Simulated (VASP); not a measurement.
# MgO in VASP: a series of runs, part 2 of 2

VASP 6.6.1. Earlier steps stand in the parts before.

## Step 4: Single point, r2SCAN (uniaxial strain along c: -2.0 %, then relaxed in part)

Input file POSCAR:

```
MgO
1.0
    2.1125007393      2.1125007393      0.0000000000
   -2.1125007393      2.1125007393      0.0000000000
    0.0000000000      0.0000000000      4.1203138662
Mg O
2 2
Direct
    0.0000000000      0.0000000000      0.0000000000
    0.5000000000      0.5000000000      0.5000000000
    0.5000000000      0.5000000000      0.0000000000
    0.0000000000      0.0000000000      0.5000000000
```

Input file INCAR.step1:

```
ALGO     = Normal         # electronic algorithm
EDIFF    = 1E-5           # SCF threshold, eV
ENCUT    = 920            # plane-wave cutoff, eV
GGA      = PE             # functional
GGA_COMPAT= False        
ISMEAR   = 0              # smearing method
LASPH    = True           # aspherical terms in the spheres
LCHARG   = False          # write CHGCAR
LREAL    = False          # projectors in reciprocal space
LWAVE    = True           # write WAVECAR
NBANDS   = 24             # bands
NELM     = 120            # most SCF steps
PREC     = Accurate       # precision mode
SIGMA    = 0.02           # smearing width, eV
```

Input file INCAR.step2:

```
ALGO     = Normal         # electronic algorithm
EDIFF    = 1E-6           # SCF threshold, eV
ENCUT    = 920            # plane-wave cutoff, eV
GGA_COMPAT= False        
ISIF     = 2              # what is computed and relaxed
ISMEAR   = 0              # smearing method
ISTART   = 1            
LASPH    = True           # aspherical terms in the spheres
LCHARG   = True           # write CHGCAR
LELF     = True           # ELF
LMIXTAU  = True         
LREAL    = False          # projectors in reciprocal space
LVHAR    = True         
LWAVE    = False          # write WAVECAR
METAGGA  = R2SCAN         # meta-GGA
NBANDS   = 24             # bands
NELM     = 120            # most SCF steps
PREC     = Accurate       # precision mode
SIGMA    = 0.02           # smearing width, eV
```

Input file KPOINTS:

```
k-points
0
Gamma
  8 8 6
```

Potentials or basis: VASP PAW PBE potentials, release 64 (Mg_sv, O).

Launch:

```
$ cat potpaw_PBE.64/Mg_sv/POTCAR potpaw_PBE.64/O/POTCAR > POTCAR
$ cp INCAR.step1 INCAR
$ mpirun -np 1 vasp_std > vasp.out
$ cp INCAR.step2 INCAR
$ mpirun -np 1 vasp_std > vasp.out
```

OUTCAR:

```text
EDIFF = 1E-6
   ENCUT = 920
   ISIF = 2
   ISMEAR = 0
   ISTART = 1
   LASPH = True
   LREAL = False
   METAGGA = R2SCAN
   NELM = 120
   PREC = Accurate

 ion  position               nearest neighbor table
   1  0.000  0.000  0.000-   4 2.06   4 2.06   3 2.11   3 2.11   3 2.11   3 2.11
   2  0.500  0.500  0.500-   3 2.06   3 2.06   4 2.11   4 2.11   4 2.11   4 2.11
   3  0.500  0.500  0.000-   2 2.06   2 2.06   1 2.11   1 2.11   1 2.11   1 2.11
   4  0.000  0.000  0.500-   1 2.06   1 2.06   2 2.11   2 2.11   2 2.11   2 2.11

  LATTYP: Found a simple tetragonal cell.
 ALAT       =     2.9875271960
 C/A-ratio  =     1.3791720027

  Lattice vectors:

 A1 = (   2.1125007393,   2.1125007393,   0.0000000000)
 A2 = (  -2.1125007393,   2.1125007393,   0.0000000000)
 A3 = (   0.0000000000,   0.0000000000,   4.1203138662)

Analysis of symmetry for initial positions (statically):
=====================================================================
 Subroutine PRICEL returns following result:

  LATTYP: Found a body centered tetragonal cell.
 ALAT       =     2.9875271960
 C/A-ratio  =     1.3791720027

  Lattice vectors:

 A1 = (   0.0000000000,  -2.1125007393,  -2.0601569331)
 A2 = (   0.0000000000,   2.1125007393,  -2.0601569331)
 A3 = (   2.1125007393,   0.0000000000,   2.0601569331)

   2 primitive cells build up your supercell.

 Routine SETGRP: Setting up the symmetry group for a
 simple tetragonal supercell.

 Subroutine GETGRP returns: Found 16 space group operations
 (whereof 16 operations were pure point group operations)
 out of a pool of 16 trial point group operations.

The static configuration has the point symmetry D_4h.

Analysis of symmetry for dynamics (positions and initial velocities):
=====================================================================
 Subroutine PRICEL returns following result:

  LATTYP: Found a body centered tetragonal cell.
 ALAT       =     2.9875271960
 C/A-ratio  =     1.3791720027

  Lattice vectors:

 A1 = (   0.0000000000,  -2.1125007393,  -2.0601569331)
 A2 = (   0.0000000000,   2.1125007393,  -2.0601569331)
 A3 = (   2.1125007393,   0.0000000000,   2.0601569331)

   2 primitive cells build up your supercell.

 Routine SETGRP: Setting up the symmetry group for a
 simple tetragonal supercell.

 Subroutine GETGRP returns: Found 16 space group operations
 (whereof 16 operations were pure point group operations)
 out of a pool of 16 trial point group operations.

The dynamic configuration has the point symmetry D_4h.

 Subroutine INISYM returns: Found 16 space group operations
 (whereof 16 operations are pure point group operations),
 and found     2 'primitive' translations

----------------------------------------------------------------------------------------

                                     Primitive cell

  volume of cell :      18.3876

  direct lattice vectors                    reciprocal lattice vectors
     0.000000000 -2.112500739 -2.060156933     0.236686308 -0.236686308 -0.242699957
     0.000000000  2.112500739 -2.060156933     0.236686308  0.236686308 -0.242699957
     2.112500739  0.000000000  2.060156933     0.473372615  0.000000000  0.000000000
[... 35 lines left out ...]
 ===========================================

 Found     60 irreducible k-points:

 Following reciprocal coordinates:
            Coordinates               Weight
  0.000000  0.000000  0.000000      1.000000
  0.125000  0.000000  0.000000      4.000000
  0.250000  0.000000  0.000000      4.000000
  0.375000  0.000000  0.000000      4.000000
  0.500000  0.000000  0.000000      2.000000
  0.125000  0.125000  0.000000      4.000000
[... 16 lines left out ...]
  0.375000  0.125000  0.166667     16.000000
  0.500000  0.125000  0.166667      8.000000
 [... further k-points ...]
   k-points           NKPTS =     60   k-points in BZ     NKDIM =     60   number of bands    NBANDS=     24
   number of dos      NEDOS =    301   number of ions     NIONS =      4
   total plane-waves  NPLWV =  37800
   dimension x,y,z NGX =    30 NGY =   30 NGZ =   42
   dimension x,y,z NGXF=    60 NGYF=   60 NGZF=   84
   ions per type =               2   2
   NGX,Y,Z   is equivalent  to a cutoff of  16.69, 16.69, 16.95 a.u.
   NGXF,Y,Z  is equivalent  to a cutoff of  33.39, 33.39, 33.89 a.u.
 SYSTEM =  unknown system
   PREC   = accura    normal or accurate (medium, high low for compatibility)
   ISTART =      1    job   : 0-new  1-cont  2-samecut
   ICHARG =      0    charge: 1-file 2-atom 10-const
   ISPIN  =      1    spin polarized calculation?
   LNONCOLLINEAR =      F non collinear calculations
   LSORBIT =      F    spin-orbit coupling
   LASPH  =      T    aspherical Exc in radial PAW
   ENCUT  =  920.0 eV  67.62 Ry    8.22 a.u.   7.39  7.39 10.19*2*pi/ulx,y,z
   NELM   =    120;   NELMIN=  2; NELMDL=  0     # of ELM steps
   EDIFF  = 0.1E-05   stopping-criterion for ELM
   LREAL  =      F    real-space projection
   EDIFFG = 0.1E-04   stopping-criterion for IOM
   NSW    =      0    number of steps for IOM
   IBRION =     -1    ionic relax: 0-MD 1-quasi-New 2-CG
   NFREE  =      0    steps in history (QN), initial steepest desc. (CG)
   ISIF   =      2    stress and relaxation
   ISYM   =      2    0-nonsym 1-usesym 2-fastsym
   POTIM  = 0.5000    time-step for ionic-motion
   TEBEG  =    0.0;   TEEND  =   0.0 temperature during run
   PSTRESS=    0.0 pullay stress
   NELECT =      32.0000    total number of electrons
   NUPDOWN=      -1.0000    fix difference up-down
   EMIN   =  10.00;   EMAX   =-10.00  energy-range for DOS
   EFERMI =   0.00;   METHOD = LEGACY
   ISMEAR =     0;   SIGMA  =   0.02  broadening in eV -4-tet -1-fermi 0-gaus
   EFERMI_NEDOS =   21; number of points for ismear=-14 and -15
   IALGO  =     38    algorithm
   IMIX   =      4    mixing-type and parameters
     AMIX     =   0.40;   BMIX     =  1.00
     AMIX_MAG =   1.60;   BMIX_MAG =  1.00
  volume/ion in A,a.u.               =       9.19        62.04
  Fermi-wavevector in a.u.,A,eV,Ry     =   1.562932  2.953514 33.235729  2.442757
  Thomas-Fermi vector in A             =   2.665778
   LORBIT       =      0    0 simple, 1 ext, 2 COOP (PROOUT), +10 PAW based schemes
   METAGGA = R2SCAN    functional components
   LHFCALC =     F    Hartree Fock is set to
   AEXX    =    0.0000 exact exchange contribution
   IVDW    =     0    specifies the selected vdW correction
   LEPSILON=     F    determine dielectric tensor
   LRPA    =     F    only Hartree local field effects (RPA)
 non-spin polarized calculation
 Gauss-broadening in eV      SIGMA  =   0.02
  energy-cutoff  :      920.00
  volume of cell :       36.78
 maximum number of plane-waves:      2365
 NGX is ok and might be reduce to    30

 number of electron      31.9999971 magnetization

 Free energy of the ion-electron system (eV)
  ---------------------------------------------------
  ext. energy  EPLUGINS =         0.00000000
  ---------------------------------------------------
  free energy    TOTEN  =       -32.29439549 eV

  energy without entropy =      -32.29439549  energy(sigma->0) =      -32.29439549

 E-fermi :   2.8335     XC(G=0): -12.1297

 val. band max:        2.6334537386   @ k =   0.0000   0.0000   0.0000
 cond. band min:       8.4140810734   @ k =   0.0000   0.0000   0.0000
 fundamental gap:      5.7806273348
 Fermi energy:         2.8334821621

 k-point     1 :       0.0000    0.0000    0.0000
  band No.  band energies     occupation
      1     -72.2904      2.00000
      2     -72.2780      2.00000
      3     -37.4402      2.00000
      4     -37.4130      2.00000
      5     -37.4130      2.00000
      6     -37.3809      2.00000
[... 637 lines left out ...]
     23      21.0848      0.00000
     24      21.0848      0.00000

 [... further k-points ...]

------------------------ aborting loop because EDIFF is reached ----------------------------------------

  FORCE on cell =-STRESS in cart. coord.  units (eV):
  Direction    XX          YY          ZZ          XY          YZ          ZX
  --------------------------------------------------------------------------------------
  -------------------------------------------------------------------------------------
  Total        0.1719085      0.1719085      1.6197067      0.0000000     -0.0000000      0.0000000
  in kB        7.4895194      7.4895194     70.5655798      0.0000000     -0.0000000      0.0000000
  external PRESSURE =      28.5148729 kB  Pullay stress =       0.0000000 kB

 VOLUME and BASIS-vectors are now :
 -----------------------------------------------------------------------------
  energy-cutoff  :      920.00
  volume of cell :       36.78
      direct lattice vectors                 reciprocal lattice vectors
     2.112500739  2.112500739  0.000000000     0.236686308  0.236686308  0.000000000
    -2.112500739  2.112500739  0.000000000    -0.236686308  0.236686308  0.000000000
     0.000000000  0.000000000  4.120313866     0.000000000  0.000000000  0.242699957

 POSITION                                       TOTAL-FORCE (eV/Angst)
 -----------------------------------------------------------------------------------
      0.00000      0.00000      0.00000         0.000000      0.000000     -0.000000
      0.00000      2.11250      2.06016        -0.000000     -0.000000     -0.000000
      0.00000      2.11250      0.00000         0.000000      0.000000      0.000000
      0.00000      0.00000      2.06016        -0.000000     -0.000000      0.000000
 -----------------------------------------------------------------------------------
    total drift:                               -0.000000      0.000000      0.000000

  FREE ENERGIE OF THE ION-ELECTRON SYSTEM (eV)
  ---------------------------------------------------
  free  energy   TOTEN  =       -32.2943954861 eV

  energy  without entropy=      -32.2943954861  energy(sigma->0) =      -32.29439549
```

It took 5.9 min on 1 thread of AMD EPYC 7R43 (Zen 3), shared host; peak memory 0.23 GiB.

What came out:

| Property | Result |
| --- | --- |
| Free energy | -32.2944 eV |
| Pressure | 2.9 GPa |
| Band gap on the k mesh | 5.78 eV |

Caveat: the cell differs from its parent crystal (uniaxial strain along c: -2.0 %, then relaxed in part); the stress differs along the axes, from 1 to 7 GPa; the PAW data sets were made with another functional, which shifts forces and pressure a little.

## Step 5: Single point, r2SCAN

This run uses another cell than the first one: it holds 4 atoms, not 2.

Input file POSCAR:

```
MgO
1.0
    2.1022009534      2.1022009534      0.0000000000
   -2.1022009534      2.1022009534      0.0000000000
    0.0000000000      0.0000000000      4.2044019069
Mg O
2 2
Direct
    0.0000000000      0.0000000000      0.0000000000
    0.5000000000      0.5000000000      0.5000000000
    0.5000000000      0.5000000000      0.0000000000
    0.0000000000      0.0000000000      0.5000000000
```

Input file INCAR.step1:

```
PREC = Accurate
ENCUT = 920
ISMEAR = 0
SIGMA = 0.02
LREAL = False
LASPH = True
NELM = 120
NBANDS = 24
GGA = PE
ALGO = Normal
EDIFF = 1E-5
LWAVE = True
LCHARG = False
GGA_COMPAT = False
```

Input file INCAR.step2:

```
PREC = Accurate
ENCUT = 920
EDIFF = 1E-6
ISMEAR = 0
SIGMA = 0.02
LREAL = False
LASPH = True
NELM = 120
ALGO = Normal
ISIF = 2
LWAVE = False
LCHARG = True
METAGGA = R2SCAN
LMIXTAU = True
LELF = True
LVHAR = True
NBANDS = 24
ISTART = 1
GGA_COMPAT = False
```

Input file KPOINTS:

```
Automatic mesh
0
Gamma
  8 8 6
```

Launch:

```
$ cat potpaw_PBE.64/Mg_sv/POTCAR potpaw_PBE.64/O/POTCAR > POTCAR
$ cp INCAR.step1 INCAR
$ mpirun -np 1 vasp_std > vasp.out
$ cp INCAR.step2 INCAR
$ mpirun -np 1 vasp_std > vasp.out
```

Wall time 5.5 min (1 thread of AMD EPYC 7R13 (Zen 3), shared host); peak memory 0.23 GiB.

Results (log left out):

* Free energy: -32.3111 eV
* Pressure: 0.7 GPa
* Band gap on the k mesh: 5.70 eV

Levels at points of the mesh, in eV from the valence-band top:
| k point | band 13 | band 14 | band 15 | band 16 | band 17 | band 18 | band 19 | band 20 |
| --- | --- | --- | --- | --- | --- | --- | --- | --- |
| (0.00, 0.00, 0.00) | -1.37 | 0.00 | 0.00 | 0.00 | 5.70 | 10.05 | 11.21 | 14.38 |
| (0.50, 0.00, 0.00) | -2.00 | -2.00 | -0.68 | -0.68 | 10.53 | 10.53 | 12.88 | 12.88 |
| (0.50, 0.50, 0.00) | -1.37 | -1.37 | -1.37 | -1.37 | 10.05 | 10.05 | 11.21 | 11.21 |
| (0.00, 0.00, 0.50) | -0.75 | -0.75 | -0.75 | -0.75 | 9.10 | 9.10 | 12.15 | 12.15 |
| (0.50, 0.00, 0.50) | -0.68 | -0.68 | -0.68 | -0.68 | 8.87 | 8.87 | 13.90 | 13.90 |
| (0.50, 0.50, 0.50) | -2.96 | -2.96 | -1.78 | -1.78 | 12.75 | 12.75 | 12.75 | 12.75 |

Caveat: the PAW data sets were made with another functional, which shifts forces and pressure a little.

## Step 6: Summary

| cell | k mesh | gap on the mesh (eV) | pressure (GPa) |
| --- | --- | --- | --- |
| a = 2.973 Å, angles 60.0°, 2 atoms, atomic positions A | 10 × 10 × 10 | 5.70 | 0.5 |
| a = 2.973, b = 2.973, c = 4.205 Å, angles 90.0, 89.4, 90.0°, 4 atoms, atomic positions B | 8 × 8 × 6 | 5.66 | 0.7 |
| a = 2.988, b = 2.988, c = 4.120 Å, 4 atoms, atomic positions B | 8 × 8 × 6 | 5.78 | 2.9 |
| a = 2.973, b = 2.973, c = 4.204 Å, 4 atoms, atomic positions B | 8 × 8 × 6 | 5.70 | 0.7 |

Alike in all rows: task single point; level r2SCAN; potentials or basis VASP PAW PBE potentials, release 64 (Mg_sv, O); no spin polarisation; cutoff (eV) 920; smearing gaussian 0.02 eV.

Caveats: the PAW data sets were made with another functional, which shifts forces and pressure a little; the stress differs along the axes, from 1 to 7 GPa (at least some runs).

Absolute energies hang on the potentials; compare differences alone.
